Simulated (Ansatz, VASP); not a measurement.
## Two plane-wave programs on Rh

```
CELL_PARAMETERS angstrom
-1.56458 1.56458 1.56458
1.56458 -1.56458 1.56458
1.56458 1.56458 -1.56458
ATOMIC_POSITIONS crystal
Rh 0.00000 0.00000 0.00000
```

Alike in both runs: task single point; functional BLYP; k mesh 16 × 16 × 16; occupations fermi-dirac, width 0.1 eV; no spin polarisation.

|  | VASP | Ansatz |
| --- | --- | --- |
| version | VASP 6.6.1 | Ansatz 0.2.0 |
| potentials or method | VASP PAW PBE potentials, release 64 (Rh_pv), cutoff 520 eV | plane waves (420 eV) with PAW, scalar-relativistic |
| valence electrons in the cell | 15 | 17 |

```csv
,VASP,Ansatz,Ansatz less VASP
pressure (GPa),0.5,0.0,-0.45
```

VASP's potentials were made for PBE, not for BLYP. VASP's potentials hold 15 valence electrons a cell and Ansatz's 17, so a difference there can come from the potentials and not from the codes.
